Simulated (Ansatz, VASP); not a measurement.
One calculation of AgPt3, two programs

INCAR

```
  ALGO = Normal
  EDIFF = 1E-6
  ENCUT = 520
  ISIF = 2
  ISMEAR = -1
  LASPH = True
  LCHARG = False
  LREAL = False
  LWAVE = False
  NBANDS = 28
  NELM = 100
  PREC = Accurate
  SIGMA = 0.08
```

The input KPOINTS:

```
k-points
0
Gamma
  9 9 9
```

The input POSCAR:

```
AgPt3
1.0
    3.9000000000     -0.0390000000     -0.0390000000
   -0.0390000000      3.9000000000     -0.0390000000
   -0.0390000000     -0.0390000000      3.9000000000
Ag Pt
1 3
Direct
    0.0000000000      0.0000000000      0.0000000000
    0.0000000000      0.5000000000      0.5000000000
    0.5000000000      0.0000000000      0.5000000000
    0.5000000000      0.5000000000      0.0000000000
```

Input for Ansatz:

```yaml
crystal:
  lattice:
    - [3.9, -0.039, -0.039]
    - [-0.039, 3.9, -0.039]
    - [-0.039, -0.039, 3.9]
  atoms:
    - { symbol: Ag, position: [0.0, 0.0, 0.0] }
    - { symbol: Pt, position: [0.0, 0.5, 0.5] }
    - { symbol: Pt, position: [0.5, 0.0, 0.5] }
    - { symbol: Pt, position: [0.5, 0.5, 0.0] }
kpoints:
  mp_grid: { grid: [9, 9, 9] }
  band_path:
    path:
      - [0.0, 0.0, 0.0]
      - [0.5, 0.0, 0.0]
      - [0.5, -0.5, 0.5]
      - [0.4804921086, -0.5195078914, 0.4804921086]
      - [0.4804921086, 0.4804921086, 0.4804921086]
      - [0.0, 0.0, 0.0]
      - [0.5, -0.5, 0.0]
    npoints: 5
scf:
  occupations: { method: fermi_dirac, width: 0.08 }
hamiltonian:
  xc: lda
  pseudopotentials: { kind: all_electron, lapw: { basis_error: 0.0005 } }
output:
  forces: true
  stress: true
  eigenvalues: true
```

Change from the starting cell: equal xy, yz and zx shear strains of -2 %.

Alike in both runs: task single point; functional LDA; k mesh 9 × 9 × 9; occupations fermi-dirac, width 0.08 eV; no spin polarisation.

```csv
,VASP,Ansatz
version,VASP 6.6.1,Ansatz 0.2.0
potentials or method,"VASP PAW LDA potentials, release 64 (Ag, Pt), cutoff 520 eV","all-electron LAPW, scalar-relativistic"
```

Ansatz gave:

```
pressure (GPa)                                                : 2.7
traceless stress, the component that is largest in VASP (GPa) : 2.17
```

Estimate VASP's values.

pressure (GPa): 3.2; traceless stress, the component that is largest in VASP (GPa): 2.20.

LDA's correlation is that of Perdew and Zunger in VASP and of Perdew and Wang (1992) in Ansatz. Ansatz ran all-electron here, and VASP with PAW potentials.

Neither program's run includes spin-orbit coupling.
